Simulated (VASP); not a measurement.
ScAl5:

```xyz
6
Lattice="2.8339 0.0000 0.0000 -1.4169 2.4542 0.0000 0.0000 0.0000 13.8831" Properties=species:S:1:pos:R:3 pbc="T T T"
Sc    0.0000    0.0000    0.0000
Al    0.0000    1.6361    2.3138
Al    1.4169    0.8181    4.6277
Al    0.0000    0.0000    6.9415
Al    0.0000    1.6361    9.2554
Al    1.4169    0.8181   11.5692
```

| Property | Result |
| --- | --- |
| Program | VASP 6.6.1 |
| Task | relaxation of cell and atoms |
| Functional | PBE |
| Potentials or basis | VASP PAW PBE potentials, release 64 (Sc_sv, Al) |
| Cutoff | 600 eV |
| k mesh | 6 × 6 × 2 |
| Occupations | gaussian, width 0.1 eV |
| Spin | no spin polarisation |

At the start: pressure 9.6 GPa; volume 16.09 Å³/atom.

Task: Where does the relaxation end?

Result: Over 9 steps the energy falls by 62.6 meV/atom and the volume is 17.81 Å³/atom (+10.7 %); space group P-3m1 (No. 164, to 0.1 Å) before and after.

Step by step:
```tsv
step	energy change (eV)	largest force (eV/Å)	pressure (GPa)	volume (Å³)
1	0.0000	0.7904	9.57	96.56
2	-0.3162	0.2714	-2.05	110.62
3	-0.3316	0.3488	-0.32	107.82
4	-0.3538	0.2778	-0.19	107.70
5	-0.3620	0.1801	-0.03	107.57
6	-0.3682	0.1085	-0.06	107.48
7	-0.3733	0.1109	-0.08	107.31
8	-0.3750	0.0563	0.08	107.06
9	-0.3754	0.0175	0.19	106.89
```

Final structure:
```cif
data_structure
_symmetry_space_group_name_H-M 'P 1'
_symmetry_Int_Tables_number 1
_cell_length_a 2.9560
_cell_length_b 2.9560
_cell_length_c 14.1248
_cell_angle_alpha 90.000
_cell_angle_beta 90.000
_cell_angle_gamma 120.000
_cell_volume 106.89
loop_
_atom_site_label
_atom_site_type_symbol
_atom_site_fract_x
_atom_site_fract_y
_atom_site_fract_z
_atom_site_occupancy
Sc1 Sc 0.00000 0.00000 0.00000 1
Al1 Al 0.33333 0.66667 0.17451 1
Al2 Al 0.66667 0.33333 0.33611 1
Al3 Al 0.00000 0.00000 0.50000 1
Al4 Al 0.33333 0.66667 0.66389 1
Al5 Al 0.66667 0.33333 0.82549 1
```

Caveat: the k points lie up to 0.41 Å⁻¹ apart in the final cell, too coarse for converged energies and pressures of a metal.
